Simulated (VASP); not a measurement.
# Sr4Ti4O11 (a cell with a defect) in VASP: further runs

The runs below take Sr4Ti4O11 (a cell with a defect) through single point, with r2SCAN.

All numbers are computed with VASP 6.6.1; they aren't measurements. Logs are shortened: lines on timing, memory, paths and dates and some standing lists are left out, and cuts for length are marked.

### Step 1. The cell of the first run

The cell holds a defect, 19 atoms: a = 6.768 Å, b = 6.768 Å, c = 6.768 Å, α = 109.47°, β = 109.47°, γ = 109.47°.

### Step 2. Single point, r2SCAN (atoms taken out, then relaxed in part)

POSCAR

```
Sr4Ti4O11
1.0
   -3.9072701075      3.9072701075      3.9072701075
    3.9072701075     -3.9072701075      3.9072701075
    3.9072701075      3.9072701075     -3.9072701075
Sr Ti O
4 4 11
Direct
    0.5008975783     -0.0008975783      0.5000000000
   -0.0008975783      0.5008975783      0.5000000000
   -0.0008975783     -0.0008975783     -0.0017951565
    0.5008975783      0.5008975783      0.0017951565
    0.5163217381      0.5163217381      0.5000000000
   -0.0163217381     -0.0163217381      0.5000000000
    0.0000000000      0.5000000000      0.0000000000
    0.5000000000      0.0000000000      0.0000000000
    0.7252507603      0.4814966635      0.7437540967
    0.2622574332      0.0185033365      0.7437540967
    0.2377425668      0.4814966635      0.2562459033
    0.7747492397      0.0185033365      0.2562459033
    0.7500000000      0.7500000000      0.5000000000
    0.7500000000      0.2500000000      0.0000000000
    0.2500000000      0.7500000000      0.0000000000
    0.4814966635      0.2377425668      0.2562459033
    0.0185033365      0.7747492397      0.2562459033
    0.0185033365      0.2622574332      0.7437540967
    0.4814966635      0.7252507603      0.7437540967
```

INCAR.step1

```
PREC = Accurate
ENCUT = 520
ISMEAR = 0
SIGMA = 0.02
LREAL = Auto
LASPH = True
NELM = 100
NELECT = 152.0
NBANDS = 92
GGA = PE
ALGO = Normal
EDIFF = 1E-4
LWAVE = True
LCHARG = False
```

INCAR.step2

```
PREC = Accurate
ENCUT = 520
EDIFF = 1E-7
ISMEAR = 0
SIGMA = 0.02
LREAL = Auto
LASPH = True
NELM = 100
ALGO = Normal
ISIF = 2
LWAVE = False
LCHARG = False
METAGGA = R2SCAN
LMIXTAU = True
NELECT = 152.0
NBANDS = 92
ISTART = 1
```

KPOINTS

```
Automatic mesh
0
Gamma
  2 2 2
  0.5 0.5 0.5
```

Potentials or basis: VASP PAW PBE potentials, release 64 (Sr_sv, Ti_sv, O).

On the command line:

```sh
$ cat potpaw_PBE.64/Sr_sv/POTCAR potpaw_PBE.64/Ti_sv/POTCAR potpaw_PBE.64/O/POTCAR > POTCAR
$ cp INCAR.step1 INCAR
$ mpirun -np 1 vasp_std > vasp.out
$ cp INCAR.step2 INCAR
$ mpirun -np 1 vasp_std > vasp.out
```

OUTCAR:

```text
PREC = Accurate
   ENCUT = 520
   EDIFF = 1E-7
   ISMEAR = 0
   LREAL = Auto
   LASPH = True
   NELM = 100
   ISIF = 2
   METAGGA = R2SCAN
   NELECT = 152.0
   ISTART = 1

 ion  position               nearest neighbor table
   1  0.501  0.999  0.500-   9 2.67  17 2.67  16 2.67  10 2.67  13 2.75  14 2.76  15 2.76  19 2.86
                            12 2.86  18 2.86  11 2.86   5 3.30   6 3.30   8 3.38   7 3.38   8 3.38
   2  0.999  0.501  0.500-  12 2.67  19 2.67  18 2.67  11 2.67  13 2.75  15 2.76  14 2.76  17 2.86
                             9 2.86  10 2.86  16 2.86   5 3.30   6 3.30   7 3.38   8 3.38   8 3.38
   3  0.999  0.999  0.998-  11 2.67  16 2.67  12 2.67  17 2.67  13 2.75  14 2.76  15 2.76   9 2.86
                            19 2.86  10 2.86  18 2.86   5 3.30   6 3.30   8 3.38   7 3.38   7 3.38
   4  0.501  0.501  0.002-  10 2.67  18 2.67   9 2.67  19 2.67  13 2.75  14 2.76  15 2.76  12 2.86
                            17 2.86  11 2.86  16 2.86   6 3.30   5 3.30   8 3.38   7 3.38   8 3.38
   5  0.516  0.516  0.500-  13 1.83  11 1.92  16 1.92   9 1.92  19 1.92   2 3.30   1 3.30   3 3.30
                             4 3.30   4 3.47   3 3.47   2 3.47   1 3.47
   6  0.984  0.984  0.500-  13 1.83  10 1.92  18 1.92  17 1.92  12 1.92   2 3.30   1 3.30   4 3.30
                             3 3.30   3 3.47   4 3.47   1 3.47   2 3.47
   7  0.000  0.500  0.000-  14 1.95  15 1.95   9 2.01  17 2.01  11 2.01  18 2.01   3 3.38   4 3.38
                             1 3.38   2 3.38   2 3.38   1 3.38   3 3.38   4 3.38
   8  0.500  0.000  0.000-  14 1.95  15 1.95  12 2.01  19 2.01  16 2.01  10 2.01   3 3.38   4 3.38
                             2 3.38   1 3.38   1 3.38   2 3.38   3 3.38   4 3.38
   9  0.725  0.481  0.744-   5 1.92   7 2.01   1 2.67   4 2.67   2 2.86   3 2.86
  10  0.262  0.019  0.744-   6 1.92   8 2.01   4 2.67   1 2.67   2 2.86   3 2.86
  11  0.238  0.481  0.256-   5 1.92   7 2.01   3 2.67   2 2.67   1 2.86   4 2.86
  12  0.775  0.019  0.256-   6 1.92   8 2.01   2 2.67   3 2.67   1 2.86   4 2.86
  13  0.750  0.750  0.500-   5 1.83   6 1.83   1 2.75   2 2.75   3 2.75   4 2.75
  14  0.750  0.250  0.000-   7 1.95   8 1.95   3 2.76   4 2.76   2 2.76   1 2.76
  15  0.250  0.750  0.000-   7 1.95   8 1.95   3 2.76   4 2.76   1 2.76   2 2.76
  16  0.481  0.238  0.256-   5 1.92   8 2.01   3 2.67   1 2.67   2 2.86   4 2.86
  17  0.019  0.775  0.256-   6 1.92   7 2.01   1 2.67   3 2.67   2 2.86   4 2.86
  18  0.019  0.262  0.744-   6 1.92   7 2.01   4 2.67   2 2.67   1 2.86   3 2.86
  19  0.481  0.725  0.744-   5 1.92   8 2.01   2 2.67   4 2.67   1 2.86   3 2.86

  LATTYP: Found a body centered cubic cell.
 ALAT       =     7.8145402150

  Lattice vectors:

 A1 = (  -3.9072701075,   3.9072701075,   3.9072701075)
 A2 = (   3.9072701075,  -3.9072701075,   3.9072701075)
 A3 = (   3.9072701075,   3.9072701075,  -3.9072701075)

Analysis of symmetry for initial positions (statically):
=====================================================================
 Subroutine PRICEL returns:
 Original cell was already a primitive cell.

 Routine SETGRP: Setting up the symmetry group for a
[... 151 lines left out ...]
   IALGO  =     38    algorithm
   IMIX   =      4    mixing-type and parameters
     AMIX     =   0.40;   BMIX     =  1.00
     AMIX_MAG =   1.60;   BMIX_MAG =  1.00
  volume/ion in A,a.u.               =      12.56        84.75
  Fermi-wavevector in a.u.,A,eV,Ry     =   1.408627  2.661919 26.997078  1.984229
  Thomas-Fermi vector in A             =   2.530765
   LORBIT       =      0    0 simple, 1 ext, 2 COOP (PROOUT), +10 PAW based schemes
   METAGGA = R2SCAN    functional components
   LHFCALC =     F    Hartree Fock is set to
   AEXX    =    0.0000 exact exchange contribution
   IVDW    =     0    specifies the selected vdW correction
   LEPSILON=     F    determine dielectric tensor
   LRPA    =     F    only Hartree local field effects (RPA)
 non-spin polarized calculation
 Gauss-broadening in eV      SIGMA  =   0.02
  energy-cutoff  :      520.00
  volume of cell :      238.61
 maximum number of plane-waves:      6428
 NGX is ok and might be reduce to    50
   NGX = 25   NGY = 25   NGZ = 25

 number of electron     151.9999992 magnetization

 Free energy of the ion-electron system (eV)
  ---------------------------------------------------
  ext. energy  EPLUGINS =         0.00000000
  ---------------------------------------------------
  free energy    TOTEN  =      -253.64195743 eV

  energy without entropy =     -253.64195743  energy(sigma->0) =     -253.64195743

 E-fermi :   3.9119     XC(G=0): -11.5607

 val. band max:        3.6557146089   @ k =   0.2500   0.2500  -0.2500
 cond. band min:       5.9773438196   @ k =   0.2500   0.2500  -0.2500
 fundamental gap:      2.3216292107
 Fermi energy:         3.9119002935

 k-point     1 :       0.2500    0.2500    0.2500
  band No.  band energies     occupation
      1     -55.2406      2.00000
      2     -55.2406      2.00000
      3     -55.1520      2.00000
      4     -55.1496      2.00000
      5     -30.6638      2.00000
      6     -30.5639      2.00000
[... 262 lines left out ...]
     87       7.8703      0.00000
     88       8.1121      0.00000
 [bands above 88 left out]

------------------------ aborting loop because EDIFF is reached ----------------------------------------

  FORCE on cell =-STRESS in cart. coord.  units (eV):
  Direction    XX          YY          ZZ          XY          YZ          ZX
  --------------------------------------------------------------------------------------
  -------------------------------------------------------------------------------------
  Total      -17.7060037    -17.7060037    -16.2406699     -0.0000000      0.0000000      0.0000000
  in kB     -118.8915085   -118.8915085   -109.0521485     -0.0000000      0.0000000      0.0000000
  external PRESSURE =    -115.6117219 kB  Pullay stress =       0.0000000 kB

 VOLUME and BASIS-vectors are now :
 -----------------------------------------------------------------------------
  energy-cutoff  :      520.00
  volume of cell :      238.61
      direct lattice vectors                 reciprocal lattice vectors
    -3.907270108  3.907270108  3.907270108     0.000000000  0.127966582  0.127966582
     3.907270108 -3.907270108  3.907270108     0.127966582  0.000000000  0.127966582
     3.907270108  3.907270108 -3.907270108     0.127966582  0.127966582  0.000000000

 POSITION                                       TOTAL-FORCE (eV/Angst)
 -----------------------------------------------------------------------------------
      3.90026      0.00701      3.90727        -0.018860      0.018860     -0.000000
      0.00701      3.90026      3.90727         0.018860     -0.018860     -0.000000
      3.90026      3.90026      3.90727        -0.018860     -0.018860     -0.000000
      0.00701      0.00701      3.90727         0.018860      0.018860     -0.000000
      1.95364      1.95364      2.08118        -0.000000     -0.000000     -0.108870
      1.95364      1.95364      5.73336        -0.000000     -0.000000      0.108870
[... 11 lines left out ...]
      3.85846      1.95364     -1.80904         0.009335     -0.000000      0.000634
      3.85846      1.95364      1.80904         0.009335     -0.000000     -0.000634
 -----------------------------------------------------------------------------------
    total drift:                                0.000003      0.000003     -0.000003

  FREE ENERGIE OF THE ION-ELECTRON SYSTEM (eV)
  ---------------------------------------------------
  free  energy   TOTEN  =      -253.6419574263 eV

  energy  without entropy=     -253.6419574263  energy(sigma->0) =     -253.64195743
```

Wall time 5.2 min (1 thread of Intel Xeon 6975P-C (Granite Rapids), shared host); peak memory 0.39 GiB.

What came out:

```
Free energy   : -253.6420 eV
Largest force : 0.109 eV/Å
```

Forces on the atoms (eV/Å):
```
Sr  -0.019  0.019  0.000
Sr   0.019 -0.019  0.000
Sr  -0.019 -0.019  0.000
Sr   0.019  0.019  0.000
Ti   0.000  0.000 -0.109
Ti   0.000  0.000  0.109
Ti   0.000  0.000  0.000
Ti   0.000  0.000  0.000
O    0.000  0.009 -0.001
O    0.000  0.009  0.001
O    0.000 -0.009 -0.001
O    0.000 -0.009  0.001
O    0.000  0.000  0.000
O    0.000  0.000  0.000
O    0.000  0.000  0.000
O   -0.009  0.000 -0.001
O   -0.009  0.000  0.001
O    0.009  0.000  0.001
O    0.009  0.000 -0.001
```

Caveat: the k points lie up to 0.57 Å⁻¹ apart; the cell carries a net charge on a neutralising background, which shifts energy and pressure; the cell differs from its parent crystal (atoms taken out, then relaxed in part); the cell is charged against a uniform background, so pressure and absolute levels hang on convention; the PAW data sets were made with another functional, which shifts forces and pressure a little.

(Part 1 of 2 ends here.)
